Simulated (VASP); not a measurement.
# LiCl (Fm-3m) in VASP: further runs

LiCl is run at these levels: PBE; tasks: single point.

All numbers are computed with VASP 6.6.1; they aren't measurements. Logs are shortened: lines on timing, memory, paths and dates and some standing lists are left out, and cuts for length are marked.

## 1. The cell of the first run

Symmetry: Fm-3m, No. 225, cubic system. Conventional cell: a = 5.150 Å, b = 5.150 Å, c = 5.150 Å, α = 90.00°, β = 90.00°, γ = 90.00°. Within 3.4 Å of Li (site symmetry m-3m) lie 6 Cl at 2.58 Å. Within 3.4 Å of Cl (site symmetry m-3m) lie 6 Li at 2.58 Å.

## 2. Single point, PBE

INCAR

```
SYSTEM = LiCl
ALGO = Normal
EDIFF = 1E-6
ENCUT = 750
GGA = PE
GGA_COMPAT = .FALSE.
ISIF = 2
ISMEAR = -1
LASPH = .TRUE.
LCHARG = .TRUE.
LELF = .TRUE.
LREAL = .FALSE.
LVHAR = .TRUE.
LWAVE = .FALSE.
NBANDS = 12
NELM = 120
PREC = Accurate
SIGMA = 0.02
```

KPOINTS

```
k-points
0
G
  8 8 8
  0 0 0
```

POSCAR

```
LiCl
1.0
    0.0000000000      2.5751343834      2.5751343834
    2.5751343834      0.0000000000      2.5751343834
    2.5751343834      2.5751343834      0.0000000000
Li Cl
1 1
Direct
    0.0000000000      0.0000000000      0.0000000000
    0.5000000000      0.5000000000      0.5000000000
```

Potentials or basis: VASP PAW PBE potentials, release 64 (Li_sv, Cl).

Launch:

```bash
> cat potpaw_PBE.64/Li_sv/POTCAR potpaw_PBE.64/Cl/POTCAR > POTCAR
> mpirun -np 1 vasp_std > vasp.out
```

OUTCAR:

```text
SYSTEM = LiCl
   EDIFF = 1E-6
   ENCUT = 750
   GGA = PE
   ISIF = 2
   ISMEAR = -1
   LASPH = .TRUE.
   LREAL = .FALSE.
   NELM = 120
   PREC = Accurate

 ion  position               nearest neighbor table
   1  0.000  0.000  0.000-   2 2.58   2 2.58   2 2.58   2 2.58   2 2.58   2 2.58
   2  0.500  0.500  0.500-   1 2.58   1 2.58   1 2.58   1 2.58   1 2.58   1 2.58

  LATTYP: Found a face centered cubic cell.
 ALAT       =     5.1502687668

  Lattice vectors:

 A1 = (   0.0000000000,   2.5751343834,   2.5751343834)
 A2 = (   2.5751343834,   0.0000000000,   2.5751343834)
 A3 = (   2.5751343834,   2.5751343834,   0.0000000000)

Analysis of symmetry for initial positions (statically):
=====================================================================
 Subroutine PRICEL returns:
 Original cell was already a primitive cell.

 Routine SETGRP: Setting up the symmetry group for a
 face centered cubic supercell.

 Subroutine GETGRP returns: Found 48 space group operations
 (whereof 48 operations were pure point group operations)
 out of a pool of 48 trial point group operations.

The static configuration has the point symmetry O_h .

Analysis of symmetry for dynamics (positions and initial velocities):
=====================================================================
 Subroutine PRICEL returns:
 Original cell was already a primitive cell.

 Routine SETGRP: Setting up the symmetry group for a
 face centered cubic supercell.

 Subroutine GETGRP returns: Found 48 space group operations
 (whereof 48 operations were pure point group operations)
 out of a pool of 48 trial point group operations.

The dynamic configuration has the point symmetry O_h .

 Subroutine INISYM returns: Found 48 space group operations
 (whereof 48 operations are pure point group operations),
 and found     1 'primitive' translations

----------------------------------------------------------------------------------------

                                     Primitive cell

  volume of cell :      34.1531

  direct lattice vectors                    reciprocal lattice vectors
     0.000000000  2.575134383  2.575134383    -0.194164624  0.194164624  0.194164624
     2.575134383  0.000000000  2.575134383     0.194164624 -0.194164624  0.194164624
     2.575134383  2.575134383  0.000000000     0.194164624  0.194164624 -0.194164624

  length of vectors
     3.641789970  3.641789970  3.641789970     0.336302994  0.336302994  0.336302994

  position of ions in fractional coordinates (direct lattice)
     0.000000000  0.000000000  0.000000000
     0.500000000  0.500000000  0.500000000

  ion indices of the primitive-cell ions
   primitive index   ion index
                 1           1
                 2           2

----------------------------------------------------------------------------------------

 KPOINTS: k-points

Automatic generation of k-mesh.
 Grid dimensions read from file:
 generate k-points for:    8    8    8

 Generating k-lattice:

  Cartesian coordinates                     Fractional coordinates (reciprocal lattice)
    -0.024270578  0.024270578  0.024270578     0.125000000  0.000000000  0.000000000
     0.024270578 -0.024270578  0.024270578     0.000000000  0.125000000  0.000000000
     0.024270578  0.024270578 -0.024270578     0.000000000  0.000000000  0.125000000

  Length of vectors
     0.042037874  0.042037874  0.042037874

  Shift w.r.t. Gamma in fractional coordinates (k-lattice)
     0.000000000  0.000000000  0.000000000

 Subroutine IBZKPT returns following result:
 ===========================================

 Found     29 irreducible k-points:

 Following reciprocal coordinates:
            Coordinates               Weight
  0.000000  0.000000  0.000000      1.000000
  0.125000  0.000000  0.000000      8.000000
  0.250000  0.000000  0.000000      8.000000
  0.375000  0.000000  0.000000      8.000000
  0.500000  0.000000  0.000000      4.000000
  0.125000  0.125000  0.000000      6.000000
[... 16 lines left out ...]
  0.500000  0.250000  0.125000     48.000000
 -0.375000  0.250000  0.125000     24.000000
 [... further k-points ...]
   k-points           NKPTS =     29   k-points in BZ     NKDIM =     29   number of bands    NBANDS=     12
   number of dos      NEDOS =    301   number of ions     NIONS =      2
   total plane-waves  NPLWV =  46656
   dimension x,y,z NGX =    36 NGY =   36 NGZ =   36
   dimension x,y,z NGXF=    72 NGYF=   72 NGZF=   72
   ions per type =               1   1
   NGX,Y,Z   is equivalent  to a cutoff of  16.43, 16.43, 16.43 a.u.
   NGXF,Y,Z  is equivalent  to a cutoff of  32.87, 32.87, 32.87 a.u.
 SYSTEM =  LiCl
   PREC   = accura    normal or accurate (medium, high low for compatibility)
   ISTART =      0    job   : 0-new  1-cont  2-samecut
   ICHARG =      2    charge: 1-file 2-atom 10-const
   ISPIN  =      1    spin polarized calculation?
   LNONCOLLINEAR =      F non collinear calculations
   LSORBIT =      F    spin-orbit coupling
   LASPH  =      T    aspherical Exc in radial PAW
   ENCUT  =  750.0 eV  55.12 Ry    7.42 a.u.   8.13  8.13  8.13*2*pi/ulx,y,z
   NELM   =    120;   NELMIN=  2; NELMDL= -5     # of ELM steps
   EDIFF  = 0.1E-05   stopping-criterion for ELM
   LREAL  =      F    real-space projection
   EDIFFG = 0.1E-04   stopping-criterion for IOM
   NSW    =      0    number of steps for IOM
   IBRION =     -1    ionic relax: 0-MD 1-quasi-New 2-CG
   NFREE  =      0    steps in history (QN), initial steepest desc. (CG)
   ISIF   =      2    stress and relaxation
   ISYM   =      2    0-nonsym 1-usesym 2-fastsym
   POTIM  = 0.5000    time-step for ionic-motion
   TEBEG  =    0.0;   TEEND  =   0.0 temperature during run
   PSTRESS=    0.0 pullay stress
   NELECT =      10.0000    total number of electrons
   NUPDOWN=      -1.0000    fix difference up-down
   EMIN   =  10.00;   EMAX   =-10.00  energy-range for DOS
   EFERMI =   0.00;   METHOD = LEGACY
   ISMEAR =    -1;   SIGMA  =   0.02  broadening in eV -4-tet -1-fermi 0-gaus
   EFERMI_NEDOS =   21; number of points for ismear=-14 and -15
   IALGO  =     38    algorithm
   IMIX   =      4    mixing-type and parameters
     AMIX     =   0.40;   BMIX     =  1.00
     AMIX_MAG =   1.60;   BMIX_MAG =  1.00
  volume/ion in A,a.u.               =      17.08       115.24
  Fermi-wavevector in a.u.,A,eV,Ry     =   1.087089  2.054300 16.078843  1.181762
  Thomas-Fermi vector in A             =   2.223240
   LORBIT       =      0    0 simple, 1 ext, 2 COOP (PROOUT), +10 PAW based schemes
   GGA     = PE    functional components
   LHFCALC =     F    Hartree Fock is set to
   AEXX    =    0.0000 exact exchange contribution
   IVDW    =     0    specifies the selected vdW correction
   LEPSILON=     F    determine dielectric tensor
   LRPA    =     F    only Hartree local field effects (RPA)
 non-spin polarized calculation
  energy-cutoff  :      750.00
  volume of cell :       34.15
 maximum number of plane-waves:      1639
 NGX is ok and might be reduce to    36
   NGX = 17   NGY = 17   NGZ = 17

 number of electron      10.0000001 magnetization

 Free energy of the ion-electron system (eV)
  ---------------------------------------------------
  ext. energy  EPLUGINS =         0.00000000
  ---------------------------------------------------
  free energy    TOTEN  =        -7.38377086 eV

  energy without entropy =       -7.38377086  energy(sigma->0) =       -7.38377086

 E-fermi :   1.0126     XC(G=0):  -8.6784

 val. band max:        0.4882670722   @ k =   0.0000   0.0000   0.0000
 cond. band min:       6.7529749092   @ k =   0.0000   0.0000   0.0000
 fundamental gap:      6.2647078370
 Fermi energy:         1.0125691512

 k-point     1 :       0.0000    0.0000    0.0000
  band No.  band energies     occupation
      1     -43.0473      2.00000
      2     -12.8668      2.00000
      3       0.4883      2.00000
      4       0.4883      2.00000
      5       0.4883      2.00000
      6       6.7530      0.00000
      7      12.4169      0.00000
      8      12.4169      0.00000
      9      12.4169      0.00000
     10      14.9457      0.00000
     11      14.9459      0.00000
     12      14.9473      0.00000

 k-point     2 :       0.1250    0.0000    0.0000
  band No.  band energies     occupation
      1     -43.0469      2.00000
      2     -12.7931      2.00000
      3      -0.0290      2.00000
      4       0.4482      2.00000
      5       0.4482      2.00000
      6       7.2145      0.00000
      7      11.6265      0.00000
      8      12.3080      0.00000
      9      12.3080      0.00000
     10      13.5588      0.00000
     11      13.5588      0.00000
     12      15.4067      0.00000

 k-point     3 :       0.2500    0.0000    0.0000
  band No.  band energies     occupation
      1     -43.0460      2.00000
      2     -12.6057      2.00000
      3      -1.0649      2.00000
      4       0.3564      2.00000
      5       0.3564      2.00000
      6       7.6657      0.00000
      7      11.1663      0.00000
      8      11.1663      0.00000
      9      11.4173      0.00000
     10      14.4109      0.00000
     11      14.4109      0.00000
     12      15.9648      0.00000

 k-point     4 :       0.3750    0.0000    0.0000
  band No.  band energies     occupation
      1     -43.0451      2.00000
      2     -12.4026      2.00000
      3      -1.9407      2.00000
      4       0.2712      2.00000
      5       0.2712      2.00000
      6       7.4158      0.00000
      7      10.2872      0.00000
      8      10.2872      0.00000
      9      12.5562      0.00000
     10      16.1683      0.00000
     11      16.1683      0.00000
     12      16.6300      0.00000

 k-point     5 :       0.5000    0.0000    0.0000
  band No.  band energies     occupation
      1     -43.0447      2.00000
      2     -12.3131      2.00000
      3      -2.2762      2.00000
      4       0.2377      2.00000
      5       0.2377      2.00000
      6       7.2358      0.00000
      7       9.9836      0.00000
      8       9.9836      0.00000
      9      13.3334      0.00000
     10      17.3033      0.00000
     11      17.5728      0.00000
     12      17.5728      0.00000
[... 228 lines left out ...]
      1     -43.0439      2.00000
      2     -12.0768      2.00000
      3      -2.3485      2.00000
      4      -0.5897      2.00000
      5      -0.5897      2.00000
      6       8.3355      0.00000
      7       8.7995      0.00000
      8      12.8257      0.00000
      9      14.5149      0.00000
     10      14.5149      0.00000
     11      17.4592      0.00000
     12      19.0363      0.00000

 k-point    22 :       0.3750    0.2500    0.1250
  band No.  band energies     occupation
      1     -43.0453      2.00000
      2     -12.4527      2.00000
      3      -1.2692      2.00000
      4      -0.3538      2.00000
      5       0.1612      2.00000
      6       8.8701      0.00000
      7      10.1394      0.00000
      8      10.2790      0.00000
      9      12.1236      0.00000
     10      13.5660      0.00000
     11      16.9049      0.00000
     12      17.4977      0.00000

 k-point    23 :       0.5000    0.2500    0.1250
  band No.  band energies     occupation
      1     -43.0446      2.00000
      2     -12.2782      2.00000
      3      -1.7826      2.00000
      4      -0.6930      2.00000
      5       0.0092      2.00000
      6       8.8483      0.00000
      7       9.8470      0.00000
      8      10.8238      0.00000
      9      11.8075      0.00000
     10      14.8486      0.00000
     11      17.9087      0.00000
     12      18.2894      0.00000

 k-point    24 :      -0.3750    0.2500    0.1250
  band No.  band energies     occupation
      1     -43.0443      2.00000
      2     -12.2021      2.00000
      3      -2.0079      2.00000
      4      -0.7871      2.00000
      5      -0.0774      2.00000
      6       8.6773      0.00000
      7       9.7902      0.00000
      8      11.0094      0.00000
      9      12.1620      0.00000
     10      15.9650      0.00000
     11      16.5333      0.00000
     12      18.5957      0.00000

 [... further k-points ...]
[... 5 lines left out ...]
  --------------------------------------------------------------------------------------
  -------------------------------------------------------------------------------------
  Total       -0.0164043     -0.0164043     -0.0164043      0.0000000     -0.0000000      0.0000000
  in kB       -0.7695541     -0.7695541     -0.7695541      0.0000000     -0.0000000      0.0000000
  external PRESSURE =      -0.7695541 kB  Pullay stress =       0.0000000 kB

 VOLUME and BASIS-vectors are now :
 -----------------------------------------------------------------------------
  energy-cutoff  :      750.00
  volume of cell :       34.15
      direct lattice vectors                 reciprocal lattice vectors
     0.000000000  2.575134383  2.575134383    -0.194164624  0.194164624  0.194164624
     2.575134383  0.000000000  2.575134383     0.194164624 -0.194164624  0.194164624
     2.575134383  2.575134383  0.000000000     0.194164624  0.194164624 -0.194164624

 POSITION                                       TOTAL-FORCE (eV/Angst)
 -----------------------------------------------------------------------------------
      0.00000      0.00000      0.00000         0.000000      0.000000      0.000000
      2.57513      2.57513      2.57513        -0.000000     -0.000000     -0.000000
 -----------------------------------------------------------------------------------
    total drift:                                0.000000      0.000000      0.000000

  FREE ENERGIE OF THE ION-ELECTRON SYSTEM (eV)
  ---------------------------------------------------
  free  energy   TOTEN  =        -7.3837708590 eV

  energy  without entropy=       -7.3837708590  energy(sigma->0) =       -7.38377086
```

Wall time 48 s (1 thread of Intel Xeon 8259CL, shared host); peak memory 0.2 GiB.

What came out:

| Quantity | Value |
| --- | --- |
| Free energy | -7.3838 eV |
| Pressure | -0.1 GPa |
| Band gap on the k mesh | 6.26 eV, direct |

(Part 1 of 2 ends here.)
